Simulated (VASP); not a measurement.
A run of VASP 6.6.1 is set up as follows.

File INCAR:

```
PREC = Accurate
ENCUT = 520
EDIFF = 1E-7
ISMEAR = 0
SIGMA = 0.1
LREAL = False
LASPH = True
NELM = 60
ALGO = Fast
ISIF = 2
LWAVE = False
LCHARG = False
GGA = PE
NBANDS = 13
ISYM = 0
```

File KPOINTS:

```
Automatic mesh
0
Gamma
  12 12 15
```

Contents of POSCAR:

```
W
1.0
    2.9076478651      0.0000000000      0.0000000000
   -1.4538239325      2.5180969164      0.0000000000
    1.4538239325      0.8393656388      2.2798271803
W
1
Direct
    0.0000000000      0.0000000000      0.0000000000
```

Potentials or basis: VASP PAW PBE potentials, release 64 (W_sv).

Launch:

```console
$ cat potpaw_PBE.64/W_sv/POTCAR > POTCAR
$ mpirun -np 1 vasp_std > vasp.out
```

Question: What does it give for the pressure?

Answer: -3.6 GPa.

Question: What does it give for the band gap on the k mesh?

Answer: Zero (band 7 reaches 13.22 eV, above the bottom of band 8 at 9.79 eV).

Stress tensor (GPa, compression positive):
```
-0.59  0.00 -0.10
 0.00 -0.58 -0.06
-0.10 -0.06 -9.58
```

Caveat: spin-orbit coupling is left out, which moves the levels of the heavy elements.
